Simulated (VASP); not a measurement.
A run of VASP 6.6.1 is set up as follows.

INCAR

```
SYSTEM = BN
ALGO = Normal
EDIFF = 1E-7
EDIFFG = -0.01
ENCUT = 600
GGA = RE
IBRION = 2
ISIF = 3
ISMEAR = -1
LASPH = .TRUE.
LCHARG = .FALSE.
LREAL = .FALSE.
LWAVE = .FALSE.
NELM = 60
NSW = 60
PREC = Accurate
SIGMA = 0.05
```

The input KPOINTS:

```
k-points
0
G
  13 13 13
  0 0 0
```

POSCAR

```
BN
1.0
    0.0000000000      1.8130010000      1.8130010000
    1.8130010000      0.0000000000      1.8130010000
    1.8130010000      1.8130010000      0.0000000000
N B
1 1
Direct
    0.2500000000      0.2500000000      0.2500000000
    0.0000000000      0.0000000000      0.0000000000
```

Potentials or basis: VASP PAW PBE potentials, release 64 (N, B).

Command:

```console
$ cat potpaw_PBE.64/N/POTCAR potpaw_PBE.64/B/POTCAR > POTCAR
$ mpirun -np 1 vasp_std > vasp.out
```

Q: What does it give for the relaxed cell?

A: a = 2.573 Å, b = 2.573 Å, c = 2.573 Å, α = 60.00°, β = 60.00°, γ = 60.00°.

Q: Estimate the relaxed volume.

A: 6.02 Å³/atom.

Final structure:
```
CELL_PARAMETERS angstrom
0.00000 1.81960 1.81960
1.81960 0.00000 1.81960
1.81960 1.81960 0.00000
ATOMIC_POSITIONS crystal
N 0.25000 0.25000 0.25000
B 0.00000 0.00000 0.00000
```

Caveat: the PAW data sets were made with another functional, which shifts forces and pressure a little.
